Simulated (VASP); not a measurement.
# Hf (P6_3/mmc) in VASP: notebook, part 3 of 3

VASP 6.6.1. The steps go on from the part before.

### 5 Electric field gradients, PBE (23.72 Å³/atom)

This run uses another cell than the first one, of 23.72 Å³/atom.

File INCAR:

```
ALGO = Normal ; EDIFF = 1E-8
ENCUT = 520 ; GGA = PE
ISIF = 2 ; ISMEAR = -1
LASPH = True ; LCHARG = False
LEFG = True ; LREAL = False
LWAVE = False ; NBANDS = 17
NELM = 80 ; PREC = Accurate
SIGMA = 0.05
```

File KPOINTS:

```
k-points
0
Gamma
  13 13 7
```

File POSCAR:

```
Hf
1.0
    3.2593948047      0.0000000000      0.0000000000
   -1.6296974024      2.8227187018      0.0000000000
    0.0000000000      0.0000000000      5.1569977332
Hf
2
Direct
    0.3333333333      0.6666666667      0.2500000000
    0.6666666667      0.3333333333      0.7500000000
```

Potentials or basis: VASP PAW PBE potentials, release 64 (Hf_pv).

Command:

```console
$ cat potpaw_PBE.64/Hf_pv/POTCAR > POTCAR
$ mpirun -np 1 vasp_std > vasp.out
```

OUTCAR:

```text
EDIFF = 1E-8
   ENCUT = 520
   GGA = PE
   ISIF = 2
   ISMEAR = -1
   LASPH = True
   LREAL = False
   NELM = 80
   PREC = Accurate

 ion  position               nearest neighbor table
   1  0.333  0.667  0.250-   2 3.19   2 3.19   2 3.19   2 3.19   2 3.19   2 3.19
   2  0.667  0.333  0.750-   1 3.19   1 3.19   1 3.19   1 3.19   1 3.19   1 3.19

  LATTYP: Found a hexagonal cell.
 ALAT       =     3.2593948047
 C/A-ratio  =     1.5821948681

  Lattice vectors:

 A1 = (   3.2593948047,   0.0000000000,   0.0000000000)
 A2 = (  -1.6296974024,   2.8227187018,   0.0000000000)
 A3 = (   0.0000000000,   0.0000000000,   5.1569977332)

Analysis of symmetry for initial positions (statically):
=====================================================================
 Subroutine PRICEL returns:
 Original cell was already a primitive cell.

 Routine SETGRP: Setting up the symmetry group for a
[... 670 lines left out ...]
  energy-cutoff  :      520.00
  volume of cell :       47.45
      direct lattice vectors                 reciprocal lattice vectors
     3.259394805  0.000000000  0.000000000     0.306805422  0.177134193  0.000000000
    -1.629697402  2.822718702  0.000000000     0.000000000  0.354268386  0.000000000
     0.000000000  0.000000000  5.156997733     0.000000000  0.000000000  0.193911274

 POSITION                                       TOTAL-FORCE (eV/Angst)
 -----------------------------------------------------------------------------------
     -0.00000      1.88181      1.28925         0.000000     -0.000000      0.000000
      1.62970      0.94091      3.86775        -0.000000      0.000000      0.000000
 -----------------------------------------------------------------------------------
    total drift:                                0.000000     -0.000000      0.000000

  FREE ENERGIE OF THE ION-ELECTRON SYSTEM (eV)
  ---------------------------------------------------
  free  energy   TOTEN  =       -19.8112200297 eV

  energy  without entropy=      -19.7980652380  energy(sigma->0) =      -19.80464263

 Electric field gradients (V/A^2)
---------------------------------------------------------------------
 ion       V_xx      V_yy      V_zz      V_xy      V_xz      V_yz
---------------------------------------------------------------------
   1     -33.518   -33.518    67.036     0.000    -0.000     0.000
   2     -33.518   -33.518    67.036     0.000     0.000    -0.000
---------------------------------------------------------------------

 Electric field gradients after diagonalization (V/A^2)
 (convention: |V_zz| > |V_xx| > |V_yy|)
----------------------------------------------------------------------
 ion       V_xx      V_yy      V_zz     asymmetry (V_yy - V_xx)/ V_zz
----------------------------------------------------------------------
   1     -33.519   -33.518    67.036       0.000
   2     -33.519   -33.518    67.036       0.000
----------------------------------------------------------------------

           NMR quadrupolar parameters

 Cq : quadrupolar parameter    Cq=e*Q*V_zz/h
 eta: asymmetry parameters     (V_yy - V_xx)/ V_zz
 Q  : nuclear electric quadrupole moment in mb (millibarn)
----------------------------------------------------------------------
 ion       Cq(MHz)       eta       Q (mb)
----------------------------------------------------------------------
   1       0.162       0.000       1.000
   2       0.162       0.000       1.000
----------------------------------------------------------------------
```

OSZICAR:

```text
N       E                     dE             d eps       ncg     rms          rms(c)
DAV:   1     0.491714504652E+02    0.49171E+02   -0.11369E+04  2856   0.111E+03
DAV:   2    -0.187312478630E+02   -0.67903E+02   -0.66343E+02  3778   0.246E+02
DAV:   3    -0.205843650345E+02   -0.18531E+01   -0.18411E+01  3604   0.270E+01
DAV:   4    -0.206011637613E+02   -0.16799E-01   -0.16770E-01  3732   0.310E+00
DAV:   5    -0.206013576006E+02   -0.19384E-03   -0.19381E-03  3684   0.288E-01    0.623E+01
DAV:   6    -0.200199088329E+02    0.58145E+00   -0.57194E-01  3465   0.475E+00    0.369E+01
DAV:   7    -0.198233672641E+02    0.19654E+00   -0.95362E-01  3509   0.586E+00    0.184E+00
DAV:   8    -0.198111364852E+02    0.12231E-01   -0.63771E-02  3356   0.160E+00    0.370E-01
DAV:   9    -0.198112343032E+02   -0.97818E-04   -0.12996E-03  3927   0.260E-01    0.194E-01
DAV:  10    -0.198112160263E+02    0.18277E-04   -0.59143E-05  3377   0.500E-02    0.189E-01
DAV:  11    -0.198112199595E+02   -0.39332E-05   -0.52774E-06  3904   0.171E-02    0.141E-02
DAV:  12    -0.198112200421E+02   -0.82622E-07   -0.38897E-07  3492   0.391E-03    0.180E-03
DAV:  13    -0.198112200739E+02   -0.31775E-07   -0.13366E-08  2909   0.966E-04    0.172E-03
DAV:  14    -0.198112200309E+02    0.42946E-07   -0.84265E-10  1928   0.215E-04    0.215E-04
DAV:  15    -0.198112200297E+02    0.12103E-08   -0.12429E-10  1880   0.825E-05
   1 F= -.19811220E+02 E0= -.19804643E+02  d E =-.131548E-01
```

stdout:

```text
POSCAR found type information on POSCAR Hf
 POSCAR found :  1 types and       2 ions
 scaLAPACK will be used
 LDA part: xc-table for (Slater+PW92), standard interpolation
 POSCAR, INCAR and KPOINTS ok, starting setup
 FFT: planning ... GRIDC
 FFT: planning ... GRID_SOFT
 FFT: planning ... GRID
 WAVECAR not read
 entering main loop
ion   1

ion   2
```

It took 68 s on 1 thread of Intel Xeon 8259CL, shared host; peak memory 0.2 GiB.

Results:

| Quantity | Value |
| --- | --- |
| Free energy | -19.8112 eV |
| Pressure | -5.5 GPa |
| Band gap on the k mesh | zero (bands 10 and 11 overlap by 1.57 eV) |
| Largest electric field gradient by atom | Hf +67.0 V/Å² |

Stress tensor (GPa, compression positive):
```
-5.32  0.00  0.00
 0.00 -5.32  0.00
 0.00  0.00 -5.73
```

Electric field gradients, principal values (V/Å²):
```csv
atom,least,middle,greatest (by size)
1 Hf,-33.518,-33.519,67.036
2 Hf,-33.518,-33.519,67.036
```

Caveat: the cell stands under tension; without QUAD_EFG the Cq values of the log hold for a quadrupole moment of 1 mb, not for the nuclei; spin-orbit coupling is left out, which moves the levels of the heavy elements.

### 6 Single point, PBE

This run uses another cell than the first one, of 22.38 Å³/atom.

File POSCAR:

```
Hf
1.0
    3.1966985242      0.0000000000      0.0000000000
   -1.5983492621      2.7684221302      0.0000000000
    0.0000000000      0.0000000000      5.0578000000
Hf
2
Direct
    0.3333333333      0.6666666667      0.2500000000
    0.6666666667      0.3333333333      0.7500000000
```

File INCAR.step1:

```
  PREC = Accurate
  ENCUT = 520
  EDIFF = 1E-7
  ISMEAR = -1
  SIGMA = 0.05
  LREAL = False
  LASPH = True
  NELM = 80
  ALGO = Normal
  ISIF = 2
  LWAVE = False
  LCHARG = True
  LMAXMIX = 4
  GGA = PE
  NBANDS = 17
```

File KPOINTS.step1:

```
regular mesh
0
Gamma
  13 13 7
```

File INCAR.step2:

```
  PREC = Accurate
  ENCUT = 520
  EDIFF = 1E-7
  ISMEAR = -5
  SIGMA = 0.05
  LREAL = False
  LASPH = True
  NELM = 80
  ALGO = Normal
  ISIF = 2
  LWAVE = False
  LCHARG = False
  LMAXMIX = 4
  GGA = PE
  LORBIT = 10
  NEDOS = 2001
  ICHARG = 11
```

File KPOINTS.step2:

```
regular mesh
0
Gamma
  20 20 11
```

Potentials or basis: VASP PAW PBE potentials, release 64 (Hf_pv).

Command:

```console
$ cat potpaw_PBE.64/Hf_pv/POTCAR > POTCAR
$ cp INCAR.step1 INCAR
$ cp KPOINTS.step1 KPOINTS
$ mpirun -np 1 vasp_std > vasp.out
$ cp INCAR.step2 INCAR
$ cp KPOINTS.step2 KPOINTS
$ mpirun -np 1 vasp_std > vasp.out
```

Run time: 2.6 min. Hardware: 1 thread of Intel Xeon 8259CL, shared host; peak memory 0.26 GiB.

It converged, with:

```
Valence electrons inside the program's atomic spheres : Hf 8.33
```

Levels at points of the mesh, in eV from the Fermi level:
```csv
k point,band 7,band 8,band 9,band 10,band 11,band 12,band 13,band 14
"(0.00, 0.00, 0.00)",-7.40,-3.72,0.62,1.16,1.16,1.44,1.98,1.98
"(0.50, 0.00, 0.00)",-3.37,-2.76,-2.24,-0.82,0.78,0.85,1.66,5.87
```

Caveat: spin-orbit coupling is left out, which moves the levels of the heavy elements; tetrahedron occupations give inexact forces and stress in metals.

### 7 Summary

```tsv
task	cell	k mesh for the DOS	occupations for the DOS	gap on the mesh (eV)	pressure (GPa)
electric field gradients	a = 3.207, b = 3.207, c = 5.075 Å, angles 90.0, 90.0, 120.0°, 2 atoms	-	-	none	-0.7
electric field gradients	a = 3.218, b = 3.218, c = 5.091 Å, angles 90.0, 90.0, 120.0°, 2 atoms	-	-	none	-1.8
electric field gradients	a = 3.239, b = 3.239, c = 5.124 Å, angles 90.0, 90.0, 120.0°, 2 atoms	-	-	none	-3.7
electric field gradients	a = 3.259, b = 3.259, c = 5.157 Å, angles 90.0, 90.0, 120.0°, 2 atoms	-	-	none	-5.5
single point	a = 3.197, b = 3.197, c = 5.058 Å, angles 90.0, 90.0, 120.0°, 2 atoms	20 × 20 × 11	tetrahedron	-	-
```

Alike in all rows: level PBE; potentials or basis VASP PAW PBE potentials, release 64 (Hf_pv); no spin polarisation; k mesh 13 × 13 × 7; cutoff (eV) 520; smearing fermi-dirac 0.05 eV.

Caveats: spin-orbit coupling is left out, which moves the levels of the heavy elements; the cell stands under tension (at least some runs); tetrahedron occupations give inexact forces and stress in metals (at least some runs).

Total energies depend on the potentials used, so only differences within one code and one set of settings carry meaning.
